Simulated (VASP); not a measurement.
Set up this calculation in VASP 6.6.1, as the native input.

* Task: single point
* Functional: BLYP
* Potentials or basis: VASP PAW PBE potentials, release 64 (Sn_d, O)
* Cutoff: 520 eV
* k mesh: 7 × 7 × 6
* Occupations: fermi-dirac, width 0.05 eV
* Spin: no spin polarisation
* Dipole correction: no
* Further INCAR settings: ALGO = Normal; EDIFF = 1e-06; NBANDS = 28

The structure of SnO lies in POSCAR:

```
SnO
1.0
    3.7880991788      0.0000000000      0.0000000000
    0.0000000000      3.7880991788      0.0000000000
    0.0000000000      0.0000000000      4.8541142359
Sn O
2 2
Direct
    0.5000000000      0.0000000000      0.7646261400
    0.0000000000      0.5000000000      0.2353738600
    0.0000000000      0.0000000000      0.0000000000
    0.5000000000      0.5000000000      0.0000000000
```

These files were run (other wordings do the same):

INCAR

```
PREC = Accurate
ENCUT = 520
EDIFF = 1E-6
ISMEAR = -1
SIGMA = 0.05
LREAL = False
LASPH = True
NELM = 60
ALGO = Normal
ISIF = 2
LWAVE = False
LCHARG = False
GGA = B5
ALDAX = 1.0
AGGAX = 1.0
AGGAC = 1.0
ALDAC = 0.0
NBANDS = 28
```

KPOINTS

```
Automatic mesh
0
Gamma
  7 7 6
```

Potentials or basis: VASP PAW PBE potentials, release 64 (Sn_d, O).

Launch:

```sh
$ cat potpaw_PBE.64/Sn_d/POTCAR potpaw_PBE.64/O/POTCAR > POTCAR
$ mpirun -np 1 vasp_std > vasp.out
```

It gave:

The pressure is 10.8 GPa. The largest force is 0.950 eV/Å. The band gap on the k mesh is 0.51 eV (least direct gap 2.22 eV).

Caveat: the cell stands under pressure; the PAW data sets were made with another functional, which shifts forces and pressure a little; spin-orbit coupling is left out, which moves the levels of the heavy elements; an odd mesh through Γ misses points on the zone boundary, where band edges can lie.

Wall time 96 s on 1 thread of Intel Xeon 8259CL (shared host), peak memory 0.21 GiB.
